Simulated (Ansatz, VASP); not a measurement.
Two plane-wave programs on Sr

The input INCAR:

```
SYSTEM = Sr
PREC = Accurate
ENCUT = 600
EDIFF = 1E-6
ISMEAR = 0
SIGMA = 0.1
LREAL = .False.
LASPH = .True.
NELM = 100
ALGO = Normal
ISIF = 3
LWAVE = .False.
LCHARG = .False.
GGA = PE
IBRION = 2
NSW = 80
EDIFFG = -0.01
```

The input KPOINTS:

```
regular mesh
0
Gamma
  14 14 14
  0 0 0
```

Contents of POSCAR:

```
Sr
1.0
    0.0000000000      2.8325057364      2.8325057364
    2.8325057364      0.0000000000      2.8325057364
    2.8325057364      2.8325057364      0.0000000000
Sr
1
Direct
    0.0000000000      0.0000000000      0.0000000000
```

Input for Ansatz:

```yaml
crystal:
  lattice:
    - [0.0, 2.8325057364, 2.8325057364]
    - [2.8325057364, 0.0, 2.8325057364]
    - [2.8325057364, 2.8325057364, 0.0]
  atoms:
    - { symbol: Sr, position: [0.0, 0.0, 0.0] }
basis:
  ecutwfc: 420
kpoints:
  mp_grid: { grid: [14, 14, 14] }
hamiltonian:
  xc: pbe
scf:
  occupations: { method: gaussian, width: 0.1 }
output:
  forces: true
  stress: true
  eigenvalues: true
  write_density: true
  write_potential: true
  elf: true
  volumetric_format: npy
relax:
  adjacent_minimum: "off"
  f_tol: 0.01
  max_steps: 60
  cell: { stress_tol: 0.1 }
```

Alike in both runs: task relaxation of cell and atoms; functional PBE; k mesh 14 × 14 × 14; occupations gaussian, width 0.1 eV; no spin polarisation.

```csv
,VASP,Ansatz
version,VASP 6.6.1,Ansatz 0.2.0
potentials or method,"VASP PAW PBE potentials, release 64 (Sr_sv), cutoff 600 eV","scalar-relativistic, plane waves, PAW"
valence electrons in the cell,10,10
```

```tsv
	VASP	Ansatz	Ansatz less VASP
gap on the k mesh at the Fermi level, each at its own relaxed structure (eV)	none	none	-
relaxed volume (Å³/atom)	54.74	54.61	-0.133
relaxed cell length with the largest relative difference (Å)	4.262	4.259	-0.0034
```

A gap of «none» marks a metal or a gap that the smearing closes.

Noted on VASP's run: the volume moved by over 15 % at a fixed basis, so the end points are rough.
